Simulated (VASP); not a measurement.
# SnO2 (R3m) in VASP: a series of runs, part 2 of 2

VASP 6.6.1. Earlier steps stand in the parts before.

### 5 Single point, PBEsol (volume 13.138 Å^3 an atom, c/a of the conventional cell 2.1915)

File INCAR:

```
PREC = Accurate ; ENCUT = 520
EDIFF = 1E-7 ; ISMEAR = 0
SIGMA = 0.05 ; LREAL = F
LASPH = T ; NELM = 60
ALGO = Normal ; ISIF = 2
LWAVE = F ; LCHARG = T
GGA = PS ; LELF = T
LVHAR = T ; NBANDS = 64
```

File KPOINTS:

```
Automatic mesh
0
Gamma
  6 6 6
```

File POSCAR:

```
SnO2
1.0
    3.1464668232      1.8166134674      4.5969880286
   -3.1464668232      1.8166134674      4.5969880286
    0.0000000000     -3.6332269347      4.5969880287
Sn O
4 8
Direct
    0.8646807174      0.8646807174      0.8646807174
    0.3648245829      0.3648245829      0.8648190111
    0.3648245829      0.8648190111      0.3648245829
    0.8648190111      0.3648245829      0.3648245829
    0.1235003534      0.6233501671      0.6233501671
    0.6233501671      0.1235003534      0.6233501671
    0.6233501671      0.6233501671      0.1235003534
    0.6062113146      0.6062113146      0.6062113146
    0.1234715296      0.1234715296      0.1234715296
    0.1060883083      0.1060883083      0.6062369573
    0.1060883083      0.6062369573      0.1060883083
    0.6062369573      0.1060883083      0.1060883083
```

On the command line:

```
cat potpaw_PBE.64/Sn_d/POTCAR potpaw_PBE.64/O/POTCAR > POTCAR
mpirun -np 1 vasp_std > vasp.out
```

Run time: 5 min. Hardware: 1 thread of Intel Xeon 6975P-C (Granite Rapids), shared host; peak memory 0.44 GiB.

Results (log left out):

```
Free energy            : -77.1283 eV
Pressure               : 4.8 GPa
Largest force          : 0.057 eV/Å
Band gap on the k mesh : 2.19 eV
```

Forces in eV/Å, atoms in the order of the input:
```
Sn   0.000  0.000  0.002
Sn   0.000  0.000 -0.001
Sn   0.000  0.000 -0.001
Sn   0.000  0.000 -0.001
O    0.000  0.000  0.055
O    0.000  0.000  0.055
O    0.000  0.000  0.055
O    0.000  0.000 -0.057
O    0.000  0.000  0.052
O    0.000  0.000 -0.053
O    0.000  0.000 -0.053
O    0.000  0.000 -0.053
```

Stress tensor (GPa, compression positive):
```
 7.48  0.00  0.00
 0.00  7.48  0.00
 0.00  0.00 -0.45
```

Levels at points of the mesh, in eV from the valence-band top:
| k point | band 49 | band 50 | band 51 | band 52 | band 53 | band 54 | band 55 | band 56 |
| --- | --- | --- | --- | --- | --- | --- | --- | --- |
| (0.00, 0.00, 0.00) | -0.09 | 0.00 | 0.00 | 0.00 | 2.19 | 5.36 | 5.36 | 5.36 |
| (0.50, 0.00, 0.00) | -0.41 | -0.41 | -0.07 | -0.06 | 4.68 | 4.68 | 6.16 | 6.16 |
| (0.50, 0.50, 0.00) | -0.57 | -0.57 | -0.08 | -0.08 | 5.00 | 5.00 | 6.19 | 6.19 |
| (0.50, 0.50, 0.50) | -0.77 | -0.67 | -0.67 | -0.67 | 3.72 | 5.78 | 5.78 | 5.78 |

Caveat: the PAW data sets were made with another functional, which shifts forces and pressure a little; spin-orbit coupling is left out, which moves the levels of the heavy elements.

### 6 Single point, PBEsol (volume 13.138 Å^3 an atom, c/a of the conventional cell 2.3285)

File INCAR:

```
SYSTEM = SnO2
PREC     = Accurate       ! precision mode
ENCUT    = 520            ! plane-wave cutoff, eV
EDIFF    = 1E-6           ! SCF threshold, eV
ISMEAR   = 0              ! smearing method
SIGMA    = 0.05           ! smearing width, eV
LREAL    = .FALSE.        ! projectors in reciprocal space
LASPH    = .TRUE.         ! aspherical terms in the spheres
NELM     = 80             ! most SCF steps
ALGO     = Normal         ! electronic algorithm
ISIF     = 2              ! what is computed and relaxed
LWAVE    = .FALSE.        ! write WAVECAR
LCHARG   = .FALSE.        ! write CHGCAR
GGA      = PS             ! functional
NBANDS   = 64             ! bands
```

File KPOINTS:

```
regular mesh
0
G
  6 6 6
  0 0 0
```

Edit POSCAR of step 5 so:

```diff
@@ -2,5 +2,5 @@
 1.0
-    3.1464668232      1.8166134674      4.5969880286
-   -3.1464668232      1.8166134674      4.5969880286
-    0.0000000000     -3.6332269347      4.5969880287
+    3.0835067331      1.7802634424      4.7866302853
+   -3.0835067331      1.7802634424      4.7866302853
+    0.0000000000     -3.5605268847      4.7866302853
 Sn O
```

Potentials or basis: VASP PAW PBE potentials, release 64 (Sn_d, O).

On the command line:

```
cat potpaw_PBE.64/Sn_d/POTCAR potpaw_PBE.64/O/POTCAR > POTCAR
mpirun -np 1 vasp_std > vasp.out
```

OUTCAR:

```text
SYSTEM = SnO2
   PREC = Accurate
   ENCUT = 520
   EDIFF = 1E-6
   ISMEAR = 0
   LREAL = .FALSE.
   LASPH = .TRUE.
   NELM = 80
   ISIF = 2
   GGA = PS

 ion  position               nearest neighbor table
   1  0.865  0.865  0.865-   7 2.08   6 2.08   5 2.08  10 2.08  11 2.08  12 2.08   3 3.08   4 3.08
                             3 3.08   4 3.08   2 3.08   2 3.08
   2  0.365  0.365  0.865-  11 2.08  12 2.08   9 2.08   8 2.08   5 2.08   6 2.08   3 3.08   4 3.08
                             1 3.08   1 3.08   4 3.08   3 3.08
   3  0.365  0.865  0.365-  12 2.08  10 2.08   9 2.08   8 2.08   5 2.08   7 2.08   2 3.08   4 3.08
                             1 3.08   1 3.08   2 3.08   4 3.08
   4  0.865  0.365  0.365-  11 2.08  10 2.08   9 2.08   8 2.08   6 2.08   7 2.08   2 3.08   3 3.08
                             1 3.08   1 3.08   2 3.08   3 3.08
   5  0.124  0.623  0.623-   1 2.08   3 2.08   2 2.08
   6  0.623  0.124  0.623-   1 2.08   4 2.08   2 2.08
   7  0.623  0.623  0.124-   1 2.08   3 2.08   4 2.08
   8  0.606  0.606  0.606-   2 2.08   3 2.08   4 2.08
   9  0.123  0.123  0.123-   2 2.08   3 2.08   4 2.08
  10  0.106  0.106  0.606-   3 2.08   4 2.08   1 2.08
  11  0.106  0.606  0.106-   4 2.08   2 2.08   1 2.08
  12  0.606  0.106  0.106-   3 2.08   2 2.08   1 2.08

  LATTYP: Found a trigonal (rhomboedric) cell.
 ALAT       =     5.9656668685
 COS(alpha) =     0.4656795433

  Lattice vectors:

 A1 = (   3.0835067331,   1.7802634424,   4.7866302853)
 A2 = (  -3.0835067331,   1.7802634424,   4.7866302853)
 A3 = (   0.0000000000,  -3.5605268847,   4.7866302853)

Analysis of symmetry for initial positions (statically):
=====================================================================
 Subroutine PRICEL returns:
 Original cell was already a primitive cell.

 Routine SETGRP: Setting up the symmetry group for a
 trigonal (rhombohedral) supercell.

 Subroutine GETGRP returns: Found  6 space group operations
 (whereof  6 operations were pure point group operations)
 out of a pool of 12 trial point group operations.

The static configuration has the point symmetry C_3v.

Analysis of symmetry for dynamics (positions and initial velocities):
=====================================================================
 Subroutine PRICEL returns:
 Original cell was already a primitive cell.

 Routine SETGRP: Setting up the symmetry group for a
 trigonal (rhombohedral) supercell.

 Subroutine GETGRP returns: Found  6 space group operations
 (whereof  6 operations were pure point group operations)
 out of a pool of 12 trial point group operations.

The dynamic configuration has the point symmetry C_3v.

 Subroutine INISYM returns: Found  6 space group operations
 (whereof  6 operations are pure point group operations),
 and found     1 'primitive' translations

----------------------------------------------------------------------------------------

                                     Primitive cell

  volume of cell :     157.6559

  direct lattice vectors                    reciprocal lattice vectors
     3.083506733  1.780263442  4.786630285     0.162153043  0.093619103  0.069638412
    -3.083506733  1.780263442  4.786630285    -0.162153043  0.093619103  0.069638412
     0.000000000 -3.560526885  4.786630285     0.000000000 -0.187238206  0.069638412

[... 83 lines left out ...]
 -0.333333  0.500000  0.166667     12.000000
 [... further k-points ...]
   k-points           NKPTS =     32   k-points in BZ     NKDIM =     32   number of bands    NBANDS=     64
   number of dos      NEDOS =    301   number of ions     NIONS =     12
   total plane-waves  NPLWV = 110592
   dimension x,y,z NGX =    48 NGY =   48 NGZ =   48
   dimension x,y,z NGXF=    96 NGYF=   96 NGZF=   96
   ions per type =               4   8
   NGX,Y,Z   is equivalent  to a cutoff of  13.38, 13.38, 13.38 a.u.
   NGXF,Y,Z  is equivalent  to a cutoff of  26.75, 26.75, 26.75 a.u.
 SYSTEM =  SnO2
   PREC   = accura    normal or accurate (medium, high low for compatibility)
   ISTART =      0    job   : 0-new  1-cont  2-samecut
   ICHARG =      2    charge: 1-file 2-atom 10-const
   ISPIN  =      1    spin polarized calculation?
   LNONCOLLINEAR =      F non collinear calculations
   LSORBIT =      F    spin-orbit coupling
   LASPH  =      T    aspherical Exc in radial PAW
   ENCUT  =  520.0 eV  38.22 Ry    6.18 a.u.  11.09 11.09 11.09*2*pi/ulx,y,z
   NELM   =     80;   NELMIN=  2; NELMDL= -5     # of ELM steps
   EDIFF  = 0.1E-05   stopping-criterion for ELM
   LREAL  =      F    real-space projection
   EDIFFG = 0.1E-04   stopping-criterion for IOM
   NSW    =      0    number of steps for IOM
   IBRION =     -1    ionic relax: 0-MD 1-quasi-New 2-CG
   NFREE  =      0    steps in history (QN), initial steepest desc. (CG)
   ISIF   =      2    stress and relaxation
   ISYM   =      2    0-nonsym 1-usesym 2-fastsym
   POTIM  = 0.5000    time-step for ionic-motion
   TEBEG  =    0.0;   TEEND  =   0.0 temperature during run
   PSTRESS=    0.0 pullay stress
   NELECT =     104.0000    total number of electrons
   NUPDOWN=      -1.0000    fix difference up-down
   EMIN   =  10.00;   EMAX   =-10.00  energy-range for DOS
   EFERMI =   0.00;   METHOD = LEGACY
   ISMEAR =     0;   SIGMA  =   0.05  broadening in eV -4-tet -1-fermi 0-gaus
   EFERMI_NEDOS =   21; number of points for ismear=-14 and -15
   IALGO  =     38    algorithm
   IMIX   =      4    mixing-type and parameters
     AMIX     =   0.40;   BMIX     =  1.00
     AMIX_MAG =   1.60;   BMIX_MAG =  1.00
  volume/ion in A,a.u.               =      13.14        88.66
  Fermi-wavevector in a.u.,A,eV,Ry     =   1.425113  2.693072 27.632696  2.030946
  Thomas-Fermi vector in A             =   2.545532
   LORBIT       =      0    0 simple, 1 ext, 2 COOP (PROOUT), +10 PAW based schemes
   GGA     = PS    functional components
   LHFCALC =     F    Hartree Fock is set to
   AEXX    =    0.0000 exact exchange contribution
   IVDW    =     0    specifies the selected vdW correction
   LEPSILON=     F    determine dielectric tensor
   LRPA    =     F    only Hartree local field effects (RPA)
 non-spin polarized calculation
 Gauss-broadening in eV      SIGMA  =   0.05
  energy-cutoff  :      520.00
  volume of cell :      157.66
 maximum number of plane-waves:      4284
 NGX is ok and might be reduce to    48
   NGX = 23   NGY = 23   NGZ = 23

 number of electron     103.9999978 magnetization

 Free energy of the ion-electron system (eV)
  ---------------------------------------------------
  ext. energy  EPLUGINS =         0.00000000
  ---------------------------------------------------
  free energy    TOTEN  =       -76.65283550 eV

  energy without entropy =      -76.65283550  energy(sigma->0) =      -76.65283550

 E-fermi :   4.3380     XC(G=0): -10.7564

 val. band max:        4.0761923339   @ k =   0.0000   0.0000   0.0000
 cond. band min:       6.6346000349   @ k =   0.0000   0.0000   0.0000
 fundamental gap:      2.5584077010
 Fermi energy:         4.3379826137

 k-point     1 :       0.0000    0.0000    0.0000
  band No.  band energies     occupation
      1     -16.5887      2.00000
      2     -16.5887      2.00000
      3     -16.5887      2.00000
      4     -15.8016      2.00000
      5     -15.5410      2.00000
      6     -15.5410      2.00000
[... 1597 lines left out ...]
     63      14.1675      0.00000
     64      14.5745      0.00000

 [... further k-points ...]
[... 5 lines left out ...]
  --------------------------------------------------------------------------------------
  -------------------------------------------------------------------------------------
  Total       14.1467909     14.1467909     -1.7699908     -0.0000000     -0.0000000      0.0000000
  in kB      143.7666675    143.7666675    -17.9875198     -0.0000000     -0.0000000      0.0000000
  external PRESSURE =      89.8486051 kB  Pullay stress =       0.0000000 kB

 VOLUME and BASIS-vectors are now :
 -----------------------------------------------------------------------------
  energy-cutoff  :      520.00
  volume of cell :      157.66
      direct lattice vectors                 reciprocal lattice vectors
     3.083506733  1.780263442  4.786630285     0.162153043  0.093619103  0.069638412
    -3.083506733  1.780263442  4.786630285    -0.162153043  0.093619103  0.069638412
     0.000000000 -3.560526885  4.786630285     0.000000000 -0.187238206  0.069638412

 POSITION                                       TOTAL-FORCE (eV/Angst)
 -----------------------------------------------------------------------------------
      0.00000      0.00000     12.41672         0.000000      0.000000      0.001908
      0.00000     -1.78024      7.63213         0.000000      0.001381     -0.000713
     -1.54174      0.89012      7.63213         0.001196     -0.000690     -0.000713
      1.54174      0.89012      7.63213        -0.001196     -0.000690     -0.000713
     -1.54129     -0.88986      6.55864         0.000092      0.000053      0.215273
      1.54129     -0.88986      6.55864        -0.000092      0.000053      0.215273
      0.00000      1.77973      6.55864         0.000000     -0.000106      0.215273
      0.00000      0.00000      8.70513         0.000000     -0.000000     -0.217464
      0.00000      0.00000      1.77304         0.000000      0.000000      0.210748
      0.00000     -1.78079      3.91744         0.000000     -0.000215     -0.212958
     -1.54221      0.89040      3.91744        -0.000186      0.000108     -0.212958
      1.54221      0.89040      3.91744         0.000186      0.000108     -0.212958
 -----------------------------------------------------------------------------------
    total drift:                                0.000000     -0.000000      0.000352

  FREE ENERGIE OF THE ION-ELECTRON SYSTEM (eV)
  ---------------------------------------------------
  free  energy   TOTEN  =       -76.6528355036 eV

  energy  without entropy=      -76.6528355036  energy(sigma->0) =      -76.65283550
```

Wall time 6.1 min (1 thread of Intel Xeon Platinum 8259CL at 2.50GHz (Skylake/Cascade Lake), shared host); peak memory 0.45 GiB.

What came out:

```
Free energy            : -76.6528 eV
Pressure               : 9.0 GPa
Largest force          : 0.217 eV/Å
Band gap on the k mesh : 2.56 eV
```

Forces on the atoms (eV/Å):
```
Sn   0.000  0.000  0.002
Sn   0.000  0.001 -0.001
Sn   0.001 -0.001 -0.001
Sn  -0.001 -0.001 -0.001
O    0.000  0.000  0.215
O    0.000  0.000  0.215
O    0.000  0.000  0.215
O    0.000  0.000 -0.217
O    0.000  0.000  0.211
O    0.000  0.000 -0.213
O    0.000  0.000 -0.213
O    0.000  0.000 -0.213
```

Levels at points of the mesh, in eV from the valence-band top:
```csv
k point,band 48,band 49,band 50,band 51,band 52,band 53,band 54,band 55,band 56,band 57
"(0.00, 0.00, 0.00)",-0.38,-0.17,0.00,0.00,0.00,2.56,5.64,5.64,5.64,6.05
"(0.50, 0.00, 0.00)",-0.46,-0.39,-0.39,-0.10,-0.10,4.99,4.99,6.43,6.43,7.59
"(0.50, 0.50, 0.00)",-0.61,-0.50,-0.49,-0.07,-0.07,5.26,5.26,6.49,6.49,8.08
"(0.50, 0.50, 0.50)",-0.56,-0.56,-0.54,-0.54,-0.54,3.90,6.03,6.03,6.03,6.05
```

Caveat: the PAW data sets were made with another functional, which shifts forces and pressure a little; spin-orbit coupling is left out, which moves the levels of the heavy elements. A k mesh can miss the band edges.

### 7 Summary

| cell | gap on the mesh (eV) | pressure (GPa) | largest force (eV/Å) |
| --- | --- | --- | --- |
| a = 6.084 Å, angles 59.6°, 12 atoms | 2.87 | 13.2 | 0.43 |
| a = 5.682 Å, angles 70.4°, 12 atoms | 1.34 | -3.2 | 0.14 |
| a = 5.535 Å, angles 73.1°, 12 atoms | 1.19 | -0.5 | 0.58 |
| a = 5.859 Å, angles 65.0°, 12 atoms | 2.19 | 4.8 | 0.06 |
| a = 5.966 Å, angles 62.2°, 12 atoms | 2.56 | 9.0 | 0.22 |

Alike in all rows: task single point; level PBEsol; potentials or basis VASP PAW PBE potentials, release 64 (Sn_d, O); no spin polarisation; k mesh 6 × 6 × 6; cutoff (eV) 520; smearing gaussian 0.05 eV.

Caveats: the PAW data sets were made with another functional, which shifts forces and pressure a little; spin-orbit coupling is left out, which moves the levels of the heavy elements.

Total energies depend on the potentials used, so only differences within one code and one set of settings carry meaning.
